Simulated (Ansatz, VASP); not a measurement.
**Two plane-wave programs on Hg**

```
Hg
1.0
    -1.79341    1.79341    1.79341
     1.79341   -1.79341    1.79341
     1.79341    1.79341   -1.79341
Hg
1
Direct
  0.00000 0.00000 0.00000
```

Alike in both runs: task relaxation of cell and atoms; functional r2SCAN; k mesh 12 × 12 × 12; occupations fermi-dirac, width 0.1 eV; no spin polarisation.

```csv
,VASP,Ansatz
version,VASP 6.6.1,Ansatz 0.2.0
potentials or method,"VASP PAW PBE potentials, release 64 (Hg_sv_GW), cutoff 600 eV","plane waves (500 eV) with PAW, scalar-relativistic"
valence electrons in the cell,20,20
```

|  | VASP | Ansatz | Ansatz less VASP |
| --- | --- | --- | --- |
| relaxed volume (Å³/atom) | 26.16 | 26.65 | +0.488 |
| relaxed length of the cell vector where the two differ most in proportion (Å) | 3.239 | 3.259 | +0.0200 |

VASP's potentials were made for PBE, not for r2SCAN.

Neither program's run includes spin-orbit coupling.
